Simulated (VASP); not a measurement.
Input of a VASP 6.6.1 run:

File INCAR:

```
SYSTEM = MgO
PREC     = Accurate       ! precision mode
ENCUT    = 520            ! plane-wave cutoff, eV
EDIFF    = 1E-7           ! SCF threshold, eV
ISMEAR   = -1             ! smearing method
SIGMA    = 0.02           ! smearing width, eV
LREAL    = .False.        ! projectors in reciprocal space
LASPH    = .True.         ! aspherical terms in the spheres
NELM     = 80             ! most SCF steps
ALGO     = Normal         ! electronic algorithm
ISIF     = 2              ! what is computed and relaxed
LWAVE    = .False.        ! write WAVECAR
LCHARG   = .False.        ! write CHGCAR
GGA      = PE             ! functional
NBANDS   = 11             ! bands
```

File KPOINTS:

```
Automatic mesh
0
Gamma
  10 10 10
  0 0 0
```

POSCAR

```
MgO
1.0
    0.0000000000      2.2137931477      2.1021680256
    2.1021680256      0.0000000000      2.1021680256
    2.1021680256      2.2137931477      0.0000000000
Mg O
1 1
Direct
    0.0000000000      0.0000000000      0.0000000000
    0.5000000000      0.5000000000      0.5000000000
```

Potentials or basis: VASP PAW PBE potentials, release 64 (Mg, O).

The run is started by

```console
$ cat potpaw_PBE.64/Mg/POTCAR potpaw_PBE.64/O/POTCAR > POTCAR
$ mpirun -np 1 vasp_std > vasp.out
```

Task: Estimate the band gap on the k mesh.

Result: 4.21 eV, direct.

Task: Estimate the pressure.

Result: -2.4 GPa.

Stress tensor (GPa, compression positive):
```
 0.14  0.00  0.00
 0.00 -7.46  0.00
 0.00  0.00  0.14
```

Caveat: the cell differs from its parent crystal (uniaxial y strain +5.3%).
